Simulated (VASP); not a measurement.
# BeCd2S3 in VASP: notebook

The runs below take BeCd2S3 through single point, with PBE.

All numbers are computed with VASP 6.6.1; they aren't measurements. Logs are shortened: lines on timing, memory, paths and dates and some standing lists are left out, and cuts for length are marked.

## 1. The cell of the first run

Symmetry: Cmc2_1, No. 36, orthorhombic system. The conventional cell has a = 11.821 Å, b = 6.842 Å, c = 6.346 Å, α = 90.00°, β = 90.00°, γ = 90.00°. Be (site symmetry m) has 4 S at 2.13 to 2.17 Å within 2.8 Å. Within 3.4 Å of Cd (site symmetry 1) lie 4 S at 2.56 Å. Within 2.8 Å of S (site symmetry 1) lie 1 Be at 2.13 Å and 3 Cd at 2.56 Å. S (site symmetry m) has 2 Be at 2.14 to 2.17 Å and 2 Cd at 2.56 Å within 2.8 Å.

## 2. Single point, PBE

Input file INCAR:

```
SYSTEM = BeCd2S3
ALGO = Normal
EDIFF = 1E-7
ENCUT = 520
GGA = PE
ISIF = 2
ISMEAR = 0
LASPH = .True.
LCHARG = .False.
LREAL = .False.
LWAVE = .False.
NBANDS = 56
NELM = 80
PREC = Accurate
SIGMA = 0.15
```

Input file KPOINTS:

```
k-points
0
Gamma
  2 2 2
  0 0 0
```

Input file POSCAR:

```
BeCd2S3
1.0
    5.9103676452     -3.4211770897      0.0000000000
    5.9103676452      3.4211770897      0.0000000000
    0.0000000000      0.0000000000      6.3460949301
Be Cd S
2 4 6
Direct
    0.1522731749      0.8477268251      0.5019258262
    0.8477268251      0.1522731749      1.0019258262
    0.8318413672      0.4866714041      0.5044138262
    0.1681586328      0.5133285959      0.0044138262
    0.5133285959      0.1681586328      0.5044138262
    0.4866714041      0.8318413672      0.0044138262
    0.4569838090      0.8353197132      0.4063658539
    0.1646802868      0.5430161910      0.4063658539
    0.8764505661      0.1235494339      0.3420148137
    0.8353197132      0.4569838090      0.9063658539
    0.5430161910      0.1646802868      0.9063658539
    0.1235494339      0.8764505661      0.8420148137
```

Potentials or basis: VASP PAW PBE potentials, release 64 (Be, Cd, S).

Run with:

```
cat potpaw_PBE.64/Be/POTCAR potpaw_PBE.64/Cd/POTCAR potpaw_PBE.64/S/POTCAR > POTCAR
mpirun -np 1 vasp_std > vasp.out
```

OUTCAR:

```text
SYSTEM = BeCd2S3
   EDIFF = 1E-7
   ENCUT = 520
   GGA = PE
   ISIF = 2
   ISMEAR = 0
   LASPH = .True.
   LREAL = .False.
   NELM = 80
   PREC = Accurate

 ion  position               nearest neighbor table
   1  0.152  0.848  0.502-   7 2.13   8 2.13   9 2.14  12 2.17
   2  0.848  0.152  0.002-  10 2.13  11 2.13  12 2.14   9 2.17
   3  0.832  0.487  0.504-   7 2.56  10 2.56   9 2.56   8 2.56   5 3.77
   4  0.168  0.513  0.004-  11 2.56   8 2.56  12 2.56  10 2.56   6 3.77
   5  0.513  0.168  0.504-   8 2.56  11 2.56   9 2.56   7 2.56   3 3.77
   6  0.487  0.832  0.004-  10 2.56   7 2.56  12 2.56  11 2.56   4 3.77
   7  0.457  0.835  0.406-   1 2.13   3 2.56   6 2.56   5 2.56
   8  0.165  0.543  0.406-   1 2.13   5 2.56   4 2.56   3 2.56
   9  0.876  0.124  0.342-   1 2.14   2 2.17   3 2.56   5 2.56
  10  0.835  0.457  0.906-   2 2.13   6 2.56   3 2.56   4 2.56
  11  0.543  0.165  0.906-   2 2.13   4 2.56   5 2.56   6 2.56
  12  0.124  0.876  0.842-   2 2.14   1 2.17   4 2.56   6 2.56

  LATTYP: Found a base centered orthorhombic cell.
 ALAT       =     6.8423541794
 B/A-ratio  =     1.7275830775
 C/A-ratio  =     0.9274724406

  Lattice vectors:

 A1 = (  -5.9103676452,  -3.4211770897,   0.0000000000)
 A2 = (   5.9103676452,  -3.4211770897,   0.0000000000)
 A3 = (   0.0000000000,   0.0000000000,   6.3460949301)

Analysis of symmetry for initial positions (statically):
=====================================================================
 Subroutine PRICEL returns:
 Original cell was already a primitive cell.

 Routine SETGRP: Setting up the symmetry group for a
 base centered orthorhombic supercell.

 Subroutine GETGRP returns: Found  4 space group operations
 (whereof  2 operations were pure point group operations)
 out of a pool of  8 trial point group operations.

The static configuration has the point symmetry C_1h.
 The point group associated with its full space group is C_2v.

Analysis of symmetry for dynamics (positions and initial velocities):
=====================================================================
 Subroutine PRICEL returns:
 Original cell was already a primitive cell.

 Routine SETGRP: Setting up the symmetry group for a
 base centered orthorhombic supercell.

 Subroutine GETGRP returns: Found  4 space group operations
 (whereof  2 operations were pure point group operations)
 out of a pool of  8 trial point group operations.

The dynamic configuration has the point symmetry C_1h.
 The point group associated with its full space group is C_2v.

 Subroutine INISYM returns: Found  4 space group operations
[... 111 lines left out ...]
   EMIN   =  10.00;   EMAX   =-10.00  energy-range for DOS
   EFERMI =   0.00;   METHOD = LEGACY
   ISMEAR =     0;   SIGMA  =   0.15  broadening in eV -4-tet -1-fermi 0-gaus
   EFERMI_NEDOS =   21; number of points for ismear=-14 and -15
   IALGO  =     38    algorithm
   IMIX   =      4    mixing-type and parameters
     AMIX     =   0.40;   BMIX     =  1.00
     AMIX_MAG =   1.60;   BMIX_MAG =  1.00
  volume/ion in A,a.u.               =      21.39       144.33
  Fermi-wavevector in a.u.,A,eV,Ry     =   1.145848  2.165338 17.863996  1.312967
  Thomas-Fermi vector in A             =   2.282534
   LORBIT       =      0    0 simple, 1 ext, 2 COOP (PROOUT), +10 PAW based schemes
   GGA     = PE    functional components
   LHFCALC =     F    Hartree Fock is set to
   AEXX    =    0.0000 exact exchange contribution
   IVDW    =     0    specifies the selected vdW correction
   LEPSILON=     F    determine dielectric tensor
   LRPA    =     F    only Hartree local field effects (RPA)
 non-spin polarized calculation
 Gauss-broadening in eV      SIGMA  =   0.15
  energy-cutoff  :      520.00
  volume of cell :      256.64
 maximum number of plane-waves:      6928
 NGX is ok and might be reduce to    54
   NGX = 25   NGY = 25   NGZ = 23

 number of electron      87.9999995 magnetization

 Free energy of the ion-electron system (eV)
  ---------------------------------------------------
  ext. energy  EPLUGINS =         0.00000000
  ---------------------------------------------------
  free energy    TOTEN  =       -44.17403896 eV

  energy without entropy =      -44.17403896  energy(sigma->0) =      -44.17403896

 E-fermi :   2.5636     XC(G=0):  -9.3173

 val. band max:        1.8566126865   @ k =   0.0000   0.0000   0.0000
 cond. band min:       3.8288793829   @ k =   0.0000   0.0000   0.0000
 fundamental gap:      1.9722666964
 Fermi energy:         2.5635869313

 k-point     1 :       0.0000    0.0000    0.0000
  band No.  band energies     occupation
      1     -10.7312      2.00000
      2     -10.0174      2.00000
      3      -9.7539      2.00000
      4      -9.7456      2.00000
      5      -9.7442      2.00000
      6      -9.7350      2.00000
[... 343 lines left out ...]
     55       7.9107      0.00000
     56       7.9107      0.00000

------------------------ aborting loop because EDIFF is reached ----------------------------------------

  FORCE on cell =-STRESS in cart. coord.  units (eV):
  Direction    XX          YY          ZZ          XY          YZ          ZX
  --------------------------------------------------------------------------------------
  -------------------------------------------------------------------------------------
  Total        0.2798798      0.3816309      0.3840214      0.0000000      0.0000000      0.0000000
  in kB        1.7472518      2.3824705      2.3973937      0.0000000      0.0000000      0.0000000
  external PRESSURE =       2.1757053 kB  Pullay stress =       0.0000000 kB

 VOLUME and BASIS-vectors are now :
 -----------------------------------------------------------------------------
  energy-cutoff  :      520.00
  volume of cell :      256.64
      direct lattice vectors                 reciprocal lattice vectors
     5.910367645 -3.421177090  0.000000000     0.084597106 -0.146148529  0.000000000
     5.910367645  3.421177090  0.000000000     0.084597106  0.146148529  0.000000000
     0.000000000  0.000000000  6.346094930     0.000000000  0.000000000  0.157577220

 POSITION                                       TOTAL-FORCE (eV/Angst)
 -----------------------------------------------------------------------------------
      5.91037      2.37927      3.18527         0.000000     -0.016967     -0.016486
      5.91037     -2.37927      0.01222         0.000000      0.016967     -0.016486
      7.79290     -1.18089      3.20106        -0.005198     -0.026062     -0.000515
      4.02784      1.18089      0.02801         0.005198      0.026062     -0.000515
      4.02784     -1.18089      3.20106         0.005198     -0.026062     -0.000515
      7.79290      1.18089      0.02801        -0.005198      0.026062     -0.000515
      7.63799      1.29435      2.57884        -0.020919      0.045809      0.023322
      4.18275      1.29435      2.57884         0.020919      0.045809      0.023322
      5.91037     -2.57581      2.17046         0.000000     -0.047884     -0.029127
      7.63799     -1.29435      5.75188        -0.020919     -0.045809      0.023322
      4.18275     -1.29435      5.75188         0.020919     -0.045809      0.023322
      5.91037      2.57581      5.34351         0.000000      0.047884     -0.029127
 -----------------------------------------------------------------------------------
    total drift:                               -0.000000      0.000000      0.000473

  FREE ENERGIE OF THE ION-ELECTRON SYSTEM (eV)
  ---------------------------------------------------
  free  energy   TOTEN  =       -44.1740389569 eV

  energy  without entropy=      -44.1740389569  energy(sigma->0) =      -44.17403896
```

OSZICAR:

```text
N       E                     dE             d eps       ncg     rms          rms(c)
DAV:   1     0.588142761946E+03    0.58814E+03   -0.41563E+04   672   0.143E+03
DAV:   2    -0.510123105751E+01   -0.59324E+03   -0.57510E+03   776   0.339E+02
DAV:   3    -0.468632901011E+02   -0.41762E+02   -0.41507E+02   784   0.898E+01
DAV:   4    -0.475808283471E+02   -0.71754E+00   -0.71577E+00   832   0.119E+01
DAV:   5    -0.475936033494E+02   -0.12775E-01   -0.12772E-01   784   0.161E+00    0.164E+01
DAV:   6    -0.443086706712E+02    0.32849E+01   -0.60034E+00   888   0.196E+01    0.133E+01
DAV:   7    -0.441823596816E+02    0.12631E+00   -0.32724E+00   800   0.678E+00    0.697E+00
DAV:   8    -0.441810801713E+02    0.12795E-02   -0.51434E-01   784   0.499E+00    0.148E+00
DAV:   9    -0.441736951366E+02    0.73850E-02   -0.88934E-02   840   0.254E+00    0.439E-01
DAV:  10    -0.441734505551E+02    0.24458E-03   -0.81491E-03   784   0.565E-01    0.178E-01
DAV:  11    -0.441737640651E+02   -0.31351E-03   -0.13780E-03   808   0.159E-01    0.129E-01
DAV:  12    -0.441738943286E+02   -0.13026E-03   -0.17624E-04   832   0.669E-02    0.686E-02
DAV:  13    -0.441740438385E+02   -0.14951E-03   -0.19351E-04   744   0.578E-02    0.188E-02
DAV:  14    -0.441740362737E+02    0.75648E-05   -0.24092E-05   824   0.367E-02    0.144E-02
DAV:  15    -0.441740394632E+02   -0.31895E-05   -0.88488E-06   752   0.106E-02    0.863E-03
DAV:  16    -0.441740389443E+02    0.51895E-06   -0.52305E-07   824   0.389E-03    0.295E-03
DAV:  17    -0.441740389569E+02   -0.12616E-07   -0.20752E-08   472   0.575E-04
   1 F= -.44174039E+02 E0= -.44174039E+02  d E =-.256667E-11
```

Wall time 2.1 min (1 thread of AMD EPYC 7R13 (Zen 3), shared host); peak memory 0.35 GiB.

Results:

| Property | Result |
| --- | --- |
| Free energy | -44.1740 eV |
| Pressure | 0.2 GPa |
| Largest force | 0.056 eV/Å |
| Band gap on the k mesh | 1.97 eV |

Forces in eV/Å, atoms in the order of the input:
```
Be   0.000 -0.017 -0.016
Be   0.000  0.017 -0.016
Cd  -0.005 -0.026 -0.001
Cd   0.005  0.026 -0.001
Cd   0.005 -0.026 -0.001
Cd  -0.005  0.026 -0.001
S   -0.021  0.046  0.023
S    0.021  0.046  0.023
S    0.000 -0.048 -0.029
S   -0.021 -0.046  0.023
S    0.021 -0.046  0.023
S    0.000  0.048 -0.029
```

Levels at points of the mesh, in eV from the valence-band top:
```csv
k point,band 42,band 43,band 44,band 45,band 46,band 47
"(0.00, 0.00, 0.00)",-0.10,-0.04,0.00,1.97,2.89,4.42
"(0.50, 0.00, 0.00)",-0.71,-0.71,-0.46,3.40,3.48,4.04
"(0.50, 0.50, 0.00)",-0.70,-0.60,-0.39,3.19,3.57,3.96
"(0.00, 0.00, 0.50)",-0.43,-0.29,-0.29,3.20,3.20,4.72
"(0.50, 0.00, 0.50)",-0.91,-0.82,-0.82,3.54,3.54,4.39
"(0.50, 0.50, 0.50)",-0.97,-0.65,-0.65,3.73,3.73,4.28
```

Caveat: the k points lie up to 0.53 Å⁻¹ apart.

## 3. Single point, PBE

Input file INCAR:

```
SYSTEM = BeCd2S3
PREC = Accurate
ENCUT = 520
EDIFF = 1E-7
ISMEAR = 0
SIGMA = 0.1
LREAL = .False.
LASPH = .True.
NELM = 100
ALGO = Normal
ISIF = 2
LWAVE = .False.
LCHARG = .False.
GGA = PE
NBANDS = 56
```

Input file KPOINTS:

```
regular mesh
0
Gamma
  2 2 2
  0 0 0
```

Input file POSCAR:

```
BeCd2S3
1.0
    0.0000000000      0.0000000000     -6.3526059032
    5.9063116714     -3.4162184943      0.0000000000
   -5.9063116714     -3.4162184943      0.0000000000
Be Cd S
2 4 6
Direct
    0.5015252756      0.8471801326      0.8471801326
    0.0015252756      0.1528198674      0.1528198674
    0.5044899859      0.4853860088      0.1673920157
    0.0044899859      0.5146139912      0.8326079843
    0.5044899859      0.1673920157      0.4853860088
    0.0044899859      0.8326079843      0.5146139912
    0.4064398791      0.8354737932      0.5436604069
    0.4064398791      0.5436604069      0.8354737932
    0.3421149945      0.1218934389      0.1218934389
    0.9064398791      0.4563395931      0.1645262068
    0.9064398791      0.1645262068      0.4563395931
    0.8421149945      0.8781065611      0.8781065611
```

Potentials or basis: VASP PAW PBE potentials, release 64 (Be, Cd, S).

Run with:

```
cat potpaw_PBE.64/Be/POTCAR potpaw_PBE.64/Cd/POTCAR potpaw_PBE.64/S/POTCAR > POTCAR
mpirun -np 1 vasp_std > vasp.out
```

Run time: 1.8 min. Hardware: 1 thread of AMD EPYC 7R13 (Zen 3), shared host; peak memory 0.35 GiB.

The run converged. Its results:

```
Free energy            : -44.1739 eV
Pressure               : 0.3 GPa
Largest force          : 0.081 eV/Å
Band gap on the k mesh : 1.97 eV
```

Forces on the atoms (eV/Å):
```
Be   0.000  0.002 -0.029
Be   0.000 -0.002 -0.029
Cd  -0.002  0.000 -0.003
Cd   0.002  0.000 -0.003
Cd   0.002  0.000 -0.003
Cd  -0.002  0.000 -0.003
S    0.022  0.017 -0.017
S   -0.022  0.017 -0.017
S    0.000 -0.043  0.069
S    0.022 -0.017 -0.017
S   -0.022 -0.017 -0.017
S    0.000  0.043  0.069
```

Stress tensor (GPa, compression positive):
```
0.34 0.00 0.00
0.00 0.36 0.00
0.00 0.00 0.13
```

Levels at points of the mesh, in eV from the valence-band top:
| k point | band 40 | band 41 | band 42 | band 43 | band 44 | band 45 | band 46 | band 47 | band 48 | band 49 |
| --- | --- | --- | --- | --- | --- | --- | --- | --- | --- | --- |
| (0.00, 0.00, 0.00) | -0.68 | -0.59 | -0.10 | -0.03 | 0.00 | 1.97 | 2.89 | 4.42 | 4.64 | 5.07 |
| (0.50, 0.00, 0.00) | -0.71 | -0.41 | -0.41 | -0.28 | -0.28 | 3.19 | 3.19 | 4.72 | 4.72 | 4.82 |
| (0.00, 0.50, 0.00) | -0.85 | -0.77 | -0.71 | -0.70 | -0.44 | 3.40 | 3.46 | 4.04 | 4.18 | 5.00 |
| (0.50, 0.50, 0.00) | -1.08 | -0.91 | -0.91 | -0.81 | -0.81 | 3.54 | 3.54 | 4.38 | 4.38 | 4.85 |
| (0.00, 0.50, 0.50) | -1.18 | -0.71 | -0.70 | -0.60 | -0.37 | 3.18 | 3.55 | 3.96 | 4.32 | 4.97 |
| (0.50, 0.50, 0.50) | -1.06 | -0.96 | -0.96 | -0.64 | -0.64 | 3.72 | 3.72 | 4.29 | 4.29 | 4.64 |

Caveat: the k points lie up to 0.53 Å⁻¹ apart.

## 4. Single point, PBE

Input file INCAR:

```
PREC = Accurate
ENCUT = 520
EDIFF = 1E-6
ISMEAR = 0
SIGMA = 0.1
LREAL = F
LASPH = T
NELM = 100
ALGO = Normal
ISIF = 2
LWAVE = F
LCHARG = F
GGA = PE
NBANDS = 56
```

Input file KPOINTS:

```
Automatic mesh
0
Gamma
  2 2 2
```

Input file POSCAR:

```
BeCd2S3
1.0
   -0.0002719013      0.0002341445     -6.3472430372
    5.9096578161     -3.4175590093      0.0002775843
   -5.9096801361     -3.4175637793     -0.0000896834
Be Cd S
2 4 6
Direct
    0.5008753604      0.8468279809      0.8468038940
    0.0007917124      0.1531918864      0.1532529316
    0.5050307140      0.4847295262      0.1669964599
    0.0051247078      0.5152503727      0.8330564732
    0.5048602388      0.1670086784      0.4846397196
    0.0050106803      0.8330499484      0.5152552093
    0.4067450074      0.8349519904      0.5423358480
    0.4068662654      0.5423868952      0.8349588123
    0.3411152170      0.1224020500      0.1224318066
    0.9067627829      0.4575968508      0.1651058973
    0.9066722265      0.1651009834      0.4576516301
    0.8411450873      0.8775028371      0.8775113180
```

Run with:

```
cat potpaw_PBE.64/Be/POTCAR potpaw_PBE.64/Cd/POTCAR potpaw_PBE.64/S/POTCAR > POTCAR
mpirun -np 1 vasp_std > vasp.out
```

Run time: 2.1 min. Hardware: 1 thread of AMD EPYC 7R13 (Zen 3), shared host; peak memory 0.37 GiB.

The run converged. Its results:

```
Free energy            : -44.1748 eV
Pressure               : 0.3 GPa
Largest force          : 0.039 eV/Å
Band gap on the k mesh : 1.98 eV
```

Forces in eV/Å, atoms in the order of the input:
```
Be   0.001  0.007 -0.010
Be   0.001 -0.004 -0.010
Cd   0.001  0.003  0.007
Cd  -0.001 -0.003  0.008
Cd  -0.004  0.001  0.004
Cd   0.001 -0.003  0.008
S   -0.025 -0.021 -0.018
S    0.023 -0.019 -0.015
S    0.004  0.021  0.033
S   -0.020  0.020 -0.018
S    0.021  0.020 -0.018
S   -0.001 -0.022  0.030
```

Levels at points of the mesh, in eV from the valence-band top:
```csv
k point,band 41,band 42,band 43,band 44,band 45,band 46,band 47,band 48
"(0.00, 0.00, 0.00)",-0.59,-0.09,-0.03,0.00,1.98,2.90,4.41,4.63
"(0.50, 0.00, 0.00)",-0.42,-0.42,-0.29,-0.29,3.21,3.21,4.73,4.73
"(0.00, 0.50, 0.00)",-0.77,-0.70,-0.70,-0.44,3.41,3.48,4.05,4.18
"(0.50, 0.50, 0.00)",-0.91,-0.91,-0.81,-0.81,3.56,3.56,4.39,4.39
"(0.00, 0.00, 0.50)",-0.77,-0.70,-0.70,-0.44,3.41,3.48,4.05,4.18
"(0.50, 0.00, 0.50)",-0.91,-0.91,-0.81,-0.81,3.56,3.56,4.39,4.39
"(0.00, 0.50, 0.50)",-0.72,-0.69,-0.59,-0.38,3.19,3.57,3.97,4.31
"(0.50, 0.50, 0.50)",-0.96,-0.96,-0.65,-0.65,3.72,3.72,4.29,4.30
```

Caveat: the k points lie up to 0.53 Å⁻¹ apart.

## 5. Overview

| cell | smearing | gap on the mesh (eV) | pressure (GPa) | largest force (eV/Å) |
| --- | --- | --- | --- | --- |
| a = 6.829, b = 6.829, c = 6.346 Å, angles 90.0, 90.0, 60.1°, 12 atoms, atomic positions A | gaussian 0.15 eV | 1.97 | 0.2 | 0.06 |
| a = 6.353, b = 6.823, c = 6.823 Å, angles 119.9, 90.0, 90.0°, 12 atoms, atomic positions B | gaussian 0.1 eV | 1.97 | 0.3 | 0.08 |
| a = 6.347, b = 6.827, c = 6.827 Å, angles 119.9, 90.0, 90.0°, 12 atoms, atomic positions B | gaussian 0.1 eV | 1.98 | 0.3 | 0.04 |

Alike in all rows: task single point; level PBE; potentials or basis VASP PAW PBE potentials, release 64 (Be, Cd, S); no spin polarisation; k mesh 2 × 2 × 2; cutoff (eV) 520.

Caveats: all runs use coarse meshes.

Total energies depend on the potentials used, so only differences within one code and one set of settings carry meaning.
